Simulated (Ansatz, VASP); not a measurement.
# One calculation of KTaO3, two programs

```
CELL_PARAMETERS angstrom
3.90688 0.00000 0.00000
0.00000 3.90688 0.00000
0.00000 0.00000 3.90688
ATOMIC_POSITIONS crystal
K 0.50000 0.50000 0.50000
Ta 0.00000 0.00000 0.00000
O 0.50000 0.00000 0.00000
O 0.00000 0.50000 0.00000
O 0.00000 0.00000 0.50000
```

Change from the starting cell: volume scaled by 0.94, crystal datasets.

Alike in both runs: task electric field gradients; functional LDA; k mesh 5 × 5 × 5; occupations fermi-dirac, width 0.01 eV; no spin polarisation.

```csv
,VASP,Ansatz
version,VASP 6.6.1,Ansatz 0.2.0
potentials or method,"VASP PAW LDA potentials, release 64 (K_sv, Ta_pv, O), cutoff 520 eV","all-electron PAW with datasets made for the crystal, scalar-relativistic"
```

|  | VASP | Ansatz | Ansatz less VASP |
| --- | --- | --- | --- |
| gap on the k mesh at the Fermi level (eV) | 2.26 | 2.32 | +0.058 |
| pressure (GPa) | 9.7 | 8.1 | -1.56 |
| size of Vzz on the site where it differs most (V/Å²) | 5.2 | 7.9 | +2.70 |

LDA's correlation is that of Perdew and Zunger in VASP and of Perdew and Wang (1992) in Ansatz. Ansatz ran all-electron here, and VASP with PAW potentials.

Neither program's run includes spin-orbit coupling.
